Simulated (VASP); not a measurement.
# Te2Mo in VASP: single point with PBE+D3(BJ)

Aim: the single point of Te2Mo with PBE+D3(BJ).

Everything below comes from runs of VASP 6.6.1. Logs are shortened: lines on timing, memory, paths and dates and some standing lists are left out, and cuts for length are marked.

## (1) The cell of the first run

The typed cell holds 6 atoms: a = 3.497 Å, b = 3.497 Å, c = 13.698 Å, α = 90.00°, β = 90.00°, γ = 120.00°.

## (2) Single point, PBE+D3(BJ)

Contents of INCAR:

```
SYSTEM = Te2Mo
PREC = Accurate
ENCUT = 520
EDIFF = 1E-6
ISMEAR = 0
SIGMA = 0.05
LREAL = .FALSE.
LASPH = .TRUE.
NELM = 60
ALGO = Normal
ISIF = 2
LWAVE = .FALSE.
LCHARG = .FALSE.
GGA = PE
IVDW = 12
NBANDS = 35
```

Contents of KPOINTS:

```
Automatic mesh
0
G
  12 12 2
  0 0 0
```

Contents of POSCAR:

```
Te2Mo
1.0
    3.4966678399     -0.0000030690     -0.0000687634
   -1.7483365777      3.0282588818      0.0000220692
   -0.0002694531     -0.0000557110     13.6977145337
Te Mo
4 2
Direct
    0.3332356408      0.6667582469      0.6173004196
    0.6667214897      0.3332295400      0.1173924695
    0.3332760818      0.6667615307      0.8826076310
    0.6667684995      0.3332505757      0.3826997239
    0.3334109565      0.6665755650      0.2500461093
    0.6665873317      0.3334245416      0.7499536467
```

Potentials or basis: VASP PAW PBE potentials, release 64 (Te, Mo_sv).

Run with:

```bash
cat potpaw_PBE.64/Te/POTCAR potpaw_PBE.64/Mo_sv/POTCAR > POTCAR
mpirun -np 1 vasp_std > vasp.out
```

OUTCAR:

```text
SYSTEM = Te2Mo
   PREC = Accurate
   ENCUT = 520
   EDIFF = 1E-6
   ISMEAR = 0
   LREAL = .FALSE.
   LASPH = .TRUE.
   NELM = 60
   ISIF = 2
   GGA = PE
   IVDW = 12
 IVDW          = 12

 ion  position               nearest neighbor table
   1  0.333  0.667  0.617-   6 2.72   6 2.72   6 2.72   3 3.63
   2  0.667  0.333  0.117-   5 2.72   5 2.72   5 2.72   4 3.63
   3  0.333  0.667  0.883-   6 2.72   6 2.72   6 2.72   1 3.63
   4  0.667  0.333  0.383-   5 2.72   5 2.72   5 2.72   2 3.63
   5  0.333  0.667  0.250-   4 2.72   4 2.72   2 2.72   2 2.72   2 2.72   4 2.72
   6  0.667  0.333  0.750-   1 2.72   3 2.72   3 2.72   1 2.72   1 2.72   3 2.72

  LATTYP: Found a simple monoclinic cell.
 ALAT       =     3.4967174099
 B/A-ratio  =     3.9173066996
 C/A-ratio  =     1.7320572367
 COS(beta)  =    -0.8660294960

  Lattice vectors:

 A1 = (  -1.7483365777,   3.0282588818,   0.0000220692)
 A2 = (   0.0002694531,   0.0000557110, -13.6977145337)
 A3 = (   0.0000053155,  -6.0565146946,   0.0000246250)

Analysis of symmetry for initial positions (statically):
=====================================================================
 Subroutine PRICEL returns:
 Original cell was already a primitive cell.

 Routine SETGRP: Setting up the symmetry group for a
 simple monoclinic supercell.

 Subroutine GETGRP returns: Found  2 space group operations
 (whereof  2 operations were pure point group operations)
 out of a pool of  4 trial point group operations.

The static configuration has the point symmetry S_2 .

Analysis of symmetry for dynamics (positions and initial velocities):
=====================================================================
 Subroutine PRICEL returns:
 Original cell was already a primitive cell.

 Routine SETGRP: Setting up the symmetry group for a
 simple monoclinic supercell.

 Subroutine GETGRP returns: Found  2 space group operations
 (whereof  2 operations were pure point group operations)
 out of a pool of  4 trial point group operations.

The dynamic configuration has the point symmetry S_2 .

 Subroutine INISYM returns: Found  2 space group operations
 (whereof  2 operations are pure point group operations),
 and found     1 'primitive' translations

----------------------------------------------------------------------------------------

                                     Primitive cell

  volume of cell :     145.0425

  direct lattice vectors                    reciprocal lattice vectors
     3.496667840 -0.000003069 -0.000068763     0.285986703  0.165111714  0.000006297
    -1.748336578  3.028258882  0.000022069     0.000000290  0.330222925  0.000001343
    -0.000269453 -0.000055711 13.697714534     0.000001436  0.000000297  0.073004880

  length of vectors
     3.496667841  3.496717410 13.697714536     0.330227607  0.330222925  0.073004880

  position of ions in fractional coordinates (direct lattice)
     0.333235641  0.666758247  0.617300420
     0.666721490  0.333229540  0.117392469
     0.333276082  0.666761531  0.882607631
     0.666768500  0.333250576  0.382699724
     0.333410957  0.666575565  0.250046109
     0.666587332  0.333424542  0.749953647

  ion indices of the primitive-cell ions
   primitive index   ion index
                 1           1
                 2           2
                 3           3
                 4           4
                 5           5
                 6           6

----------------------------------------------------------------------------------------

 KPOINTS: Automatic mesh

Automatic generation of k-mesh.
 Grid dimensions read from file:
 generate k-points for:   12   12    2

 Generating k-lattice:

  Cartesian coordinates                     Fractional coordinates (reciprocal lattice)
     0.023832225  0.013759309  0.000000525     0.083333333  0.000000000 -0.000000000
     0.000000024  0.027518577  0.000000112    -0.000000000  0.083333333 -0.000000000
     0.000000718  0.000000148  0.036502440     0.000000000  0.000000000  0.500000000

  Length of vectors
     0.027518967  0.027518577  0.036502440

  Shift w.r.t. Gamma in fractional coordinates (k-lattice)
     0.000000000  0.000000000  0.000000000

 Subroutine IBZKPT returns following result:
 ===========================================

 Found    148 irreducible k-points:

 Following reciprocal coordinates:
            Coordinates               Weight
  0.000000  0.000000  0.000000      1.000000
  0.083333 -0.000000  0.000000      2.000000
  0.166667 -0.000000  0.000000      2.000000
  0.250000 -0.000000 -0.000000      2.000000
  0.333333  0.000000  0.000000      2.000000
  0.416667  0.000000 -0.000000      2.000000
[... 16 lines left out ...]
  0.250000  0.166667  0.000000      2.000000
  0.333333  0.166667  0.000000      2.000000
 [... further k-points ...]
   k-points           NKPTS =    148   k-points in BZ     NKDIM =    148   number of bands    NBANDS=     35
   number of dos      NEDOS =    301   number of ions     NIONS =      6
   total plane-waves  NPLWV =  84672
   dimension x,y,z NGX =    28 NGY =   28 NGZ =  108
   dimension x,y,z NGXF=    56 NGYF=   56 NGZF=  216
   ions per type =               4   2
   NGX,Y,Z   is equivalent  to a cutoff of  13.31, 13.31, 13.11 a.u.
   NGXF,Y,Z  is equivalent  to a cutoff of  26.62, 26.62, 26.22 a.u.
 SYSTEM =  Te2Mo
   PREC   = accura    normal or accurate (medium, high low for compatibility)
   ISTART =      0    job   : 0-new  1-cont  2-samecut
   ICHARG =      2    charge: 1-file 2-atom 10-const
   ISPIN  =      1    spin polarized calculation?
   LNONCOLLINEAR =      F non collinear calculations
   LSORBIT =      F    spin-orbit coupling
   LASPH  =      T    aspherical Exc in radial PAW
   ENCUT  =  520.0 eV  38.22 Ry    6.18 a.u.   6.50  6.50 25.47*2*pi/ulx,y,z
   NELM   =     60;   NELMIN=  2; NELMDL= -5     # of ELM steps
   EDIFF  = 0.1E-05   stopping-criterion for ELM
   LREAL  =      F    real-space projection
   EDIFFG = 0.1E-04   stopping-criterion for IOM
   NSW    =      0    number of steps for IOM
   IBRION =     -1    ionic relax: 0-MD 1-quasi-New 2-CG
   NFREE  =      0    steps in history (QN), initial steepest desc. (CG)
   ISIF   =      2    stress and relaxation
   ISYM   =      2    0-nonsym 1-usesym 2-fastsym
   POTIM  = 0.5000    time-step for ionic-motion
   TEBEG  =    0.0;   TEEND  =   0.0 temperature during run
   PSTRESS=    0.0 pullay stress
   NELECT =      52.0000    total number of electrons
   NUPDOWN=      -1.0000    fix difference up-down
   EMIN   =  10.00;   EMAX   =-10.00  energy-range for DOS
   EFERMI =   0.00;   METHOD = LEGACY
   ISMEAR =     0;   SIGMA  =   0.05  broadening in eV -4-tet -1-fermi 0-gaus
   EFERMI_NEDOS =   21; number of points for ismear=-14 and -15
   IALGO  =     38    algorithm
   IMIX   =      4    mixing-type and parameters
     AMIX     =   0.40;   BMIX     =  1.00
     AMIX_MAG =   1.60;   BMIX_MAG =  1.00
  volume/ion in A,a.u.               =      24.17       163.13
  Fermi-wavevector in a.u.,A,eV,Ry     =   1.162994  2.197740 18.402633  1.352555
  Thomas-Fermi vector in A             =   2.299549
   LORBIT       =      0    0 simple, 1 ext, 2 COOP (PROOUT), +10 PAW based schemes
   GGA     = PE    functional components
   LHFCALC =     F    Hartree Fock is set to
   AEXX    =    0.0000 exact exchange contribution
   IVDW    =    12    specifies the selected vdW correction
   LEPSILON=     F    determine dielectric tensor
   LRPA    =     F    only Hartree local field effects (RPA)
 non-spin polarized calculation
 Gauss-broadening in eV      SIGMA  =   0.05
  energy-cutoff  :      520.00
  volume of cell :      145.04
 maximum number of plane-waves:      3974
 NGX is ok and might be reduce to    28
   NGX = 13   NGY = 13   NGZ = 51

 number of electron      51.9999999 magnetization

 Free energy of the ion-electron system (eV)
  ---------------------------------------------------
  ext. energy  EPLUGINS =         0.00000000
  ---------------------------------------------------
  free energy    TOTEN  =       -35.90675261 eV

  energy without entropy =      -35.90675261  energy(sigma->0) =      -35.90675261

 E-fermi :   8.9946     XC(G=0): -10.6413

 val. band max:        8.6338233434   @ k =   0.0000   0.0000   0.0000
 cond. band min:       9.2793443915   @ k =  -0.4167   0.2500   0.0000
 fundamental gap:      0.6455210480
 Fermi energy:         8.9946472603

 k-point     1 :       0.0000    0.0000    0.0000
  band No.  band energies     occupation
      1     -52.2215      2.00000
      2     -52.2215      2.00000
      3     -26.3983      2.00000
      4     -26.3983      2.00000
      5     -26.2575      2.00000
      6     -26.2575      2.00000
[... 27 lines left out ...]
     34      12.0433      0.00000
     35      14.4620      0.00000

 k-point     2 :       0.0833   -0.0000    0.0000
  band No.  band energies     occupation
      1     -52.2208      2.00000
      2     -52.2208      2.00000
      3     -26.3963      2.00000
      4     -26.3962      2.00000
      5     -26.2668      2.00000
      6     -26.2668      2.00000
[... 27 lines left out ...]
     34      11.8539      0.00000
     35      14.9158      0.00000

 k-point     3 :       0.1667   -0.0000    0.0000
  band No.  band energies     occupation
      1     -52.2188      2.00000
      2     -52.2188      2.00000
      3     -26.3906      2.00000
      4     -26.3906      2.00000
      5     -26.2923      2.00000
      6     -26.2923      2.00000
[... 27 lines left out ...]
     34      12.0560      0.00000
     35      15.0685      0.00000

 k-point     4 :       0.2500   -0.0000   -0.0000
  band No.  band energies     occupation
      1     -52.2162      2.00000
      2     -52.2162      2.00000
      3     -26.3830      2.00000
      4     -26.3829      2.00000
      5     -26.3269      2.00000
      6     -26.3269      2.00000
[... 27 lines left out ...]
     34      12.2794      0.00000
     35      14.7403      0.00000

 k-point     5 :       0.3333    0.0000    0.0000
  band No.  band energies     occupation
      1     -52.2135      2.00000
      2     -52.2135      2.00000
      3     -26.3753      2.00000
      4     -26.3753      2.00000
      5     -26.3613      2.00000
      6     -26.3613      2.00000
[... 638 lines left out ...]
 k-point    22 :       0.1667    0.1667    0.0000
  band No.  band energies     occupation
      1     -52.2149      2.00000
      2     -52.2148      2.00000
      3     -26.3791      2.00000
      4     -26.3791      2.00000
      5     -26.3377      2.00000
      6     -26.3377      2.00000
[... 27 lines left out ...]
     34      12.5748      0.00000
     35      14.8443      0.00000

 k-point    23 :       0.2500    0.1667    0.0000
  band No.  band energies     occupation
      1     -52.2126      2.00000
      2     -52.2125      2.00000
      3     -26.3725      2.00000
      4     -26.3725      2.00000
      5     -26.3614      2.00000
      6     -26.3613      2.00000
[... 27 lines left out ...]
     34      12.8670      0.00000
     35      13.7614      0.00000

 k-point    24 :       0.3333    0.1667    0.0000
  band No.  band energies     occupation
      1     -52.2109      2.00000
      2     -52.2108      2.00000
      3     -26.3782      2.00000
      4     -26.3781      2.00000
      5     -26.3676      2.00000
      6     -26.3676      2.00000
[... 27 lines left out ...]
     34      12.9157      0.00000
     35      12.9575      0.00000

 [... further k-points ...]

------------------------ aborting loop because EDIFF is reached ----------------------------------------

 Edisp (eV)   -3.32406

 E8    (eV) :    -1.5316

  FORCE on cell =-STRESS in cart. coord.  units (eV):
  Direction    XX          YY          ZZ          XY          YZ          ZX
  --------------------------------------------------------------------------------------
  -------------------------------------------------------------------------------------
  Total      -0.02418    -0.02554     0.05508     0.00045    -0.00001     0.00092
  in kB      -0.26714    -0.28208     0.60844     0.00494    -0.00007     0.01013
  external pressure =        0.02 kB  Pullay stress =        0.00 kB

 VOLUME and BASIS-vectors are now :
 -----------------------------------------------------------------------------
  energy-cutoff  :      520.00
  volume of cell :      145.04
      direct lattice vectors                 reciprocal lattice vectors
     3.496667840 -0.000003069 -0.000068763     0.285986703  0.165111714  0.000006297
    -1.748336578  3.028258882  0.000022069     0.000000290  0.330222925  0.000001343
    -0.000269453 -0.000055711 13.697714534     0.000001436  0.000000297  0.073004880

 POSITION                                       TOTAL-FORCE (eV/Angst)
 -----------------------------------------------------------------------------------
     -0.00067      2.01908      8.45560         0.000205     -0.000049     -0.014346
      1.74867      1.00910      1.60797        -0.000160      0.000121     -0.015613
     -0.00061      2.01908     12.08970         0.000160     -0.000121      0.015613
      1.74873      1.00915      5.24207        -0.000205      0.000049      0.014346
      0.00036      2.01855      3.42505        -0.000177      0.000172     -0.000429
      1.74769      1.00965     10.27261         0.000177     -0.000172      0.000429
 -----------------------------------------------------------------------------------
    total drift:                                0.010550     -0.000552      0.007121

  FREE ENERGIE OF THE ION-ELECTRON SYSTEM (eV)
  ---------------------------------------------------
  free  energy   TOTEN  =       -39.2308175523 eV

  energy  without entropy=      -39.2308175523  energy(sigma->0) =      -39.23081755
```

Run time: 12 min. Hardware: 1 thread of Intel Xeon Platinum 8488C (Sapphire Rapids), shared host; peak memory 0.73 GiB.

Results:

```yaml
Free_energy: -39.2308 eV
Pressure: 0.0 GPa
Largest_force: 0.016 eV/Å
Band_gap_on_the_k_mesh: 0.65 eV (least direct gap 1.04 eV)
Dispersion_energy_per_atom: -0.554 eV
```

Forces in eV/Å, atoms in the order of the input:
```
Te   0.000  0.000 -0.014
Te   0.000  0.000 -0.016
Te   0.000  0.000  0.016
Te   0.000  0.000  0.014
Mo   0.000  0.000  0.000
Mo   0.000  0.000  0.000
```

Caveat: spin-orbit coupling is left out, which moves the levels of the heavy elements. A k mesh can miss the band edges.
